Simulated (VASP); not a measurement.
# C (Pm-3m) in VASP: settings compared

Aim: see how the results for C move with the level of theory and the settings. Levels: PBE-based screened hybrid with 5 % exact exchange, PBE-based screened hybrid with 10 % exact exchange, PBE-based screened hybrid with 15 % exact exchange, PBE-based screened hybrid with 20 % exact exchange, PBE-based screened hybrid with 25 % exact exchange. Tasks: single point.

All numbers are computed with VASP 6.6.1; they aren't measurements. Logs are shortened: lines on timing, memory, paths and dates and some standing lists are left out, and cuts for length are marked.

## Step 1: The cell of the first run

It takes space group Pm-3m (No. 221, cubic). The conventional cell has a = 2.620 Å, b = 2.620 Å, c = 2.620 Å, α = 90.00°, β = 90.00°, γ = 90.00°. C (site symmetry 4/mmm) has 8 C at 1.85 Å within 2.5 Å.

## Step 2: Single point, PBE-based screened hybrid with 5 % exact exchange

POSCAR reads:

```
C
1.0
    2.6197200000      0.0000000000      0.0000000000
    0.0000000000      2.6197200000      0.0000000000
    0.0000000000      0.0000000000      2.6197200000
C
3
Direct
    0.0000000000      0.5000000000      0.5000000000
    0.5000000000      0.0000000000      0.5000000000
    0.5000000000      0.5000000000      0.0000000000
```

INCAR.step1 reads:

```
SYSTEM = C
  ALGO = Normal
  EDIFF = 1E-5
  ENCUT = 520
  GGA = PE
  ISIF = 2
  ISMEAR = -1
  LASPH = .TRUE.
  LCHARG = .FALSE.
  LREAL = .FALSE.
  LWAVE = .TRUE.
  NBANDS = 13
  NELM = 80
  PREC = Accurate
  SIGMA = 0.05
```

INCAR.step2 reads:

```
SYSTEM = C
  AEXX = 0.05
  ALGO = Normal
  EDIFF = 1E-7
  ENCUT = 520
  GGA = PE
  HFSCREEN = 0.2
  ISIF = 2
  ISMEAR = -1
  ISTART = 1
  LASPH = .TRUE.
  LCHARG = .FALSE.
  LHFCALC = .TRUE.
  LREAL = .FALSE.
  LWAVE = .FALSE.
  NBANDS = 13
  NELM = 80
  PREC = Accurate
  PRECFOCK = Normal
  SIGMA = 0.05
```

KPOINTS reads:

```
k-points
0
G
  5 5 5
  0 0 0
```

Potentials or basis: VASP PAW PBE potentials, release 64 (C).

Launch:

```sh
cat potpaw_PBE.64/C/POTCAR > POTCAR
cp INCAR.step1 INCAR
mpirun -np 1 vasp_std > vasp.out
cp INCAR.step2 INCAR
mpirun -np 1 vasp_std > vasp.out
```

OUTCAR:

```text
SYSTEM = C
   AEXX = 0.05
   EDIFF = 1E-7
   ENCUT = 520
   GGA = PE
   HFSCREEN = 0.2
   ISIF = 2
   ISMEAR = -1
   ISTART = 1
   LASPH = .TRUE.
   LHFCALC = .TRUE.
   LREAL = .FALSE.
   NELM = 80
   PREC = Accurate
   PRECFOCK = Normal

 ion  position               nearest neighbor table
   1  0.000  0.500  0.500-   2 1.85   3 1.85   3 1.85   2 1.85   2 1.85   3 1.85   3 1.85   2 1.85

   2  0.500  0.000  0.500-   1 1.85   3 1.85   3 1.85   1 1.85   3 1.85   3 1.85   1 1.85   1 1.85

   3  0.500  0.500  0.000-   1 1.85   2 1.85   1 1.85   2 1.85   2 1.85   2 1.85   1 1.85   1 1.85

  LATTYP: Found a simple cubic cell.
 ALAT       =     2.6197200000

  Lattice vectors:

 A1 = (   2.6197200000,   0.0000000000,   0.0000000000)
 A2 = (   0.0000000000,   2.6197200000,   0.0000000000)
 A3 = (   0.0000000000,   0.0000000000,   2.6197200000)

Analysis of symmetry for initial positions (statically):
=====================================================================
 Subroutine PRICEL returns:
 Original cell was already a primitive cell.

 Routine SETGRP: Setting up the symmetry group for a
 simple cubic supercell.

 Subroutine GETGRP returns: Found 48 space group operations
 (whereof 48 operations were pure point group operations)
 out of a pool of 48 trial point group operations.

The static configuration has the point symmetry O_h .

Analysis of symmetry for dynamics (positions and initial velocities):
=====================================================================
 Subroutine PRICEL returns:
 Original cell was already a primitive cell.

 Routine SETGRP: Setting up the symmetry group for a
 simple cubic supercell.

 Subroutine GETGRP returns: Found 48 space group operations
 (whereof 48 operations were pure point group operations)
 out of a pool of 48 trial point group operations.

The dynamic configuration has the point symmetry O_h .

 Subroutine INISYM returns: Found 48 space group operations
 (whereof 48 operations are pure point group operations),
 and found     1 'primitive' translations

----------------------------------------------------------------------------------------

                                     Primitive cell

  volume of cell :      17.9790

  direct lattice vectors                    reciprocal lattice vectors
     2.619720000  0.000000000  0.000000000     0.381720184  0.000000000  0.000000000
[... 91 lines left out ...]
   IMIX   =      1    mixing-type and parameters
     AMIX     =   0.40;   BMIX     =  1.00
     AMIX_MAG =   1.60;   BMIX_MAG =  1.00
  volume/ion in A,a.u.               =       5.99        40.44
  Fermi-wavevector in a.u.,A,eV,Ry     =   1.430695  2.703621 27.849602  2.046888
  Thomas-Fermi vector in A             =   2.550512
   LORBIT       =      0    0 simple, 1 ext, 2 COOP (PROOUT), +10 PAW based schemes
   GGA     = PE    functional components
   LHFCALC =     T    Hartree Fock is set to
   PRECFOCK=normal    Normal, Fast or Accurate (Low or Medium for compatibility)
   ENCUT4O =  -1.0   cutoff for four orbital integrals eV
   NKREDX  =     1    reduce k-point grid by
   NKREDY  =     1    reduce k-point grid by
   NKREDZ  =     1    reduce k-point grid by
   AEXX    =    0.0500 exact exchange contribution
   HFSCREEN=    0.2000 screening length (either q_TF or 0.3 A-1)
   HFSCREENC=   0.2000 screening length for correlation (either q_TF or 0.3 A-1)
   ENCUTFOCK=  -1.0 apply spherical cutoff to Coloumb kernel
   IVDW    =     0    specifies the selected vdW correction
   LEPSILON=     F    determine dielectric tensor
   LRPA    =     F    only Hartree local field effects (RPA)
 non-spin polarized calculation
  energy-cutoff  :      520.00
  volume of cell :       17.98
 maximum number of plane-waves:       497
 NGX is ok and might be reduce to    20
  NGX = 16; NGY = 16; NGZ = 16

 number of electron      11.9999999 magnetization

 Free energy of the ion-electron system (eV)
  ---------------------------------------------------
  ext. energy  EPLUGINS =         0.00000000
  ---------------------------------------------------
  free energy    TOTEN  =       -17.42288200 eV

  energy without entropy =      -17.41500568  energy(sigma->0) =      -17.41894384

 E-fermi :  10.9439     XC(G=0): -12.8678

 val. band max:       10.8627172769   @ k =   0.4000   0.0000   0.0000
 cond. band min:      11.1396725568   @ k =   0.4000   0.2000   0.0000
 fundamental gap:      0.2769552799
 Fermi energy:        10.9439057702

 k-point     1 :       0.0000    0.0000    0.0000
  band No.  band energies     occupation
      1     -12.4051      2.00000
      2       2.7411      2.00000
      3       2.7411      2.00000
      4       2.7411      2.00000
      5       7.8720      2.00000
      6       7.8720      2.00000
      7      15.3856      0.00000
      8      15.3856      0.00000
      9      15.3856      0.00000
     10      16.6649      0.00000
     11      20.3597      0.00000
     12      20.3597      0.00000
     13      20.3597      0.00000
[... 130 lines left out ...]
  band No.  band energies     occupation
      1      -4.9173      2.00000
      2      -0.6546      2.00000
      3      -0.1185      2.00000
      4      -0.1185      2.00000
      5       3.3484      2.00000
      6       3.3484      2.00000
      7       4.9995      2.00000
      8      17.2551      0.00000
      9      20.4458      0.00000
     10      20.4458      0.00000
     11      21.2825      0.00000
     12      21.7923      0.00000
     13      21.7923      0.00000

------------------------ aborting loop because EDIFF is reached ----------------------------------------

  FORCE on cell =-STRESS in cart. coord.  units (eV):
  Direction    XX          YY          ZZ          XY          YZ          ZX
  --------------------------------------------------------------------------------------
  -------------------------------------------------------------------------------------
  Total        0.5632465      0.5632465      0.5632465      0.0000000      0.0000000     -0.0000000
  in kB       50.1931543     50.1931543     50.1931543      0.0000000      0.0000000     -0.0000000
  external PRESSURE =      50.1931543 kB  Pullay stress =       0.0000000 kB

 VOLUME and BASIS-vectors are now :
 -----------------------------------------------------------------------------
  energy-cutoff  :      520.00
  volume of cell :       17.98
      direct lattice vectors                 reciprocal lattice vectors
     2.619720000  0.000000000  0.000000000     0.381720184  0.000000000  0.000000000
     0.000000000  2.619720000  0.000000000     0.000000000  0.381720184  0.000000000
     0.000000000  0.000000000  2.619720000     0.000000000  0.000000000  0.381720184

 POSITION                                       TOTAL-FORCE (eV/Angst)
 -----------------------------------------------------------------------------------
      0.00000      1.30986      1.30986         0.000000      0.000000      0.000000
      1.30986      0.00000      1.30986         0.000000      0.000000      0.000000
      1.30986      1.30986      0.00000         0.000000      0.000000      0.000000
 -----------------------------------------------------------------------------------
    total drift:                               -0.000002     -0.000001      0.000000

  FREE ENERGIE OF THE ION-ELECTRON SYSTEM (eV)
  ---------------------------------------------------
  free  energy   TOTEN  =       -17.4228819991 eV

  energy  without entropy=      -17.4150056841  energy(sigma->0) =      -17.41894384
```

OSZICAR.step1:

```text
N       E                     dE             d eps       ncg     rms          rms(c)
DAV:   1     0.187098888191E+02    0.18710E+02   -0.64595E+03   268   0.886E+02
DAV:   2    -0.157599384596E+02   -0.34470E+02   -0.32730E+02   355   0.163E+02
DAV:   3    -0.168132298709E+02   -0.10533E+01   -0.10332E+01   260   0.228E+01
DAV:   4    -0.168160688404E+02   -0.28390E-02   -0.28372E-02   285   0.149E+00
DAV:   5    -0.168160773229E+02   -0.84825E-05   -0.84825E-05   260   0.664E-02    0.305E+00
DAV:   6    -0.167947559977E+02    0.21321E-01   -0.19717E-02   260   0.959E-01    0.187E+00
DAV:   7    -0.167964970327E+02   -0.17410E-02   -0.32501E-02   265   0.128E+00    0.176E-01
DAV:   8    -0.167969659396E+02   -0.46891E-03   -0.13332E-03   265   0.271E-01    0.526E-02
DAV:   9    -0.167969868844E+02   -0.20945E-04   -0.51572E-05   265   0.578E-02    0.121E-02
DAV:  10    -0.167969938429E+02   -0.69585E-05   -0.83717E-06   188   0.222E-02
   1 F= -.16796994E+02 E0= -.16792552E+02  d E =-.888290E-02
```

It took 93 s on 1 thread of Intel Xeon Platinum 8259CL at 2.50GHz (Skylake/Cascade Lake), shared host; peak memory 0.22 GiB.

Results:

- Free energy: -17.4229 eV
- Pressure: 5.0 GPa
- Band gap on the k mesh: zero (bands 6 and 7 overlap by 6.36 eV)

Levels at points of the mesh, in eV from the Fermi level:
```csv
k point,band 3,band 4,band 5,band 6,band 7,band 8,band 9,band 10
"(0.00, 0.00, 0.00)",-8.20,-8.20,-3.07,-3.07,4.44,4.44,4.44,5.72
```

Caveat: the k points lie up to 0.48 Å⁻¹ apart, too coarse for converged energies and pressures of a metal; the PAW data sets were made with another functional, which shifts forces and pressure a little.

## Step 3: Single point, PBE-based screened hybrid with 10 % exact exchange

POSCAR is that of step 2.

INCAR.step1 reads:

```
SYSTEM = C
PREC     = Accurate       ! precision mode
ENCUT    = 520            ! plane-wave cutoff, eV
EDIFF    = 1E-5           ! SCF threshold, eV
ISMEAR   = -1             ! smearing method
SIGMA    = 0.05           ! smearing width, eV
LREAL    = .FALSE.        ! projectors in reciprocal space
LASPH    = .TRUE.         ! aspherical terms in the spheres
NELM     = 60             ! most SCF steps
ALGO     = Normal         ! electronic algorithm
ISIF     = 2              ! what is computed and relaxed
LWAVE    = .TRUE.         ! write WAVECAR
NBANDS   = 13             ! bands
GGA      = PE             ! functional
```

INCAR.step2 reads:

```
SYSTEM = C
PREC     = Accurate       ! precision mode
ENCUT    = 520            ! plane-wave cutoff, eV
EDIFF    = 1E-6           ! SCF threshold, eV
ISMEAR   = -1             ! smearing method
SIGMA    = 0.05           ! smearing width, eV
LREAL    = .FALSE.        ! projectors in reciprocal space
LASPH    = .TRUE.         ! aspherical terms in the spheres
NELM     = 60             ! most SCF steps
ALGO     = Normal         ! electronic algorithm
ISIF     = 2              ! what is computed and relaxed
LWAVE    = .FALSE.        ! write WAVECAR
LCHARG   = .TRUE.         ! write CHGCAR
GGA      = PE             ! functional
LHFCALC  = .TRUE.         ! exact exchange
AEXX     = 0.1            ! exact-exchange fraction
HFSCREEN = 0.2            ! screening, 1/A
PRECFOCK = Normal       
LELF     = .TRUE.         ! ELF
LVHAR    = .TRUE.       
NBANDS   = 13             ! bands
ISTART   = 1
```

KPOINTS reads:

```
Automatic mesh
0
G
  5 5 5
  0 0 0
```

Potentials or basis: VASP PAW PBE potentials, release 64 (C).

Launch:

```sh
cat potpaw_PBE.64/C/POTCAR > POTCAR
cp INCAR.step1 INCAR
mpirun -np 1 vasp_std > vasp.out
cp INCAR.step2 INCAR
mpirun -np 1 vasp_std > vasp.out
```

Run time: 94 s. Hardware: 1 thread of Intel Xeon Platinum 8259CL at 2.50GHz (Skylake/Cascade Lake), shared host; peak memory 0.22 GiB.

Results (log left out):

```
Free energy            : -18.0530 eV
Pressure               : 3.2 GPa
Band gap on the k mesh : zero (bands 6 and 7 overlap by 6.58 eV)
```

Levels at points of the mesh, in eV from the Fermi level:
```tsv
k point	band 4	band 5	band 6	band 7	band 8	band 9
(0.00, 0.00, 0.00)	-8.43	-3.20	-3.20	4.60	4.60	4.60
```

Caveat: the k points lie up to 0.48 Å⁻¹ apart, too coarse for converged energies and pressures of a metal; the PAW data sets were made with another functional, which shifts forces and pressure a little.

[end of part 1 of 2]

The gap in the log of VASP goes by the Fermi energy; the results here count the filled bands.